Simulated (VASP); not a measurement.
Wanted: the native input for a VASP 6.6.1 run.

- Task: relaxation of cell and atoms
- Functional: PBEsol
- Potentials or basis: VASP PAW PBE potentials, release 64 (W_sv, Te)
- Cutoff: 600 eV
- k mesh: 12 × 12 × 12
- Occupations: gaussian, width 0.1 eV
- Spin: no spin polarisation
- Dipole correction: no
- Further INCAR settings: ALGO = Normal; EDIFF = 1e-06; IBRION = 2; EDIFFG = -0.01; NSW = 100; ISIF = 3

The structure of TeW lies in POSCAR:

```
TeW
1.0
    3.3010346773      0.0000000000      0.0000000000
    0.0000000000      3.3010346773      0.0000000000
    0.0000000000      0.0000000000      3.3010346773
W Te
1 1
Direct
    0.0000000000      0.0000000000      0.0000000000
    0.5000000000      0.5000000000      0.5000000000
```

One way to write it, as run:

INCAR

```
PREC = Accurate ; ENCUT = 600
EDIFF = 1E-6 ; ISMEAR = 0
SIGMA = 0.1 ; LREAL = F
LASPH = T ; NELM = 100
ALGO = Normal ; ISIF = 3
LWAVE = F ; LCHARG = F
GGA = PS ; IBRION = 2
NSW = 100 ; EDIFFG = -0.01
```

KPOINTS

```
regular mesh
0
Gamma
  12 12 12
```

Potentials or basis: VASP PAW PBE potentials, release 64 (W_sv, Te).

Command:

```sh
$ cat potpaw_PBE.64/W_sv/POTCAR potpaw_PBE.64/Te/POTCAR > POTCAR
$ mpirun -np 1 vasp_std > vasp.out
```

Results of the run:

The relaxed volume is 18.00 Å³/atom. The relaxed cell is a = 3.302 Å, b = 3.302 Å, c = 3.302 Å, α = 90.00°, β = 90.00°, γ = 90.00°. The space group after relaxing (to 0.05 Å) is Pm-3m (No. 221) and the energy gained by relaxing is 0.0 meV/atom. The ionic steps are 3. The pressure after relaxing is 0.0 GPa and the band gap on the k mesh is zero (band 10 reaches 14.03 eV, above the bottom of band 11 at 11.84 eV).

Caveat: the PAW data sets were made with another functional, which shifts forces and pressure a little; spin-orbit coupling is left out, which moves the levels of the heavy elements.

It took 30 s on 1 thread of Intel(R) Xeon(R) 6975P-C (Granite Rapids) (shared host), peak memory 0.2 GiB.
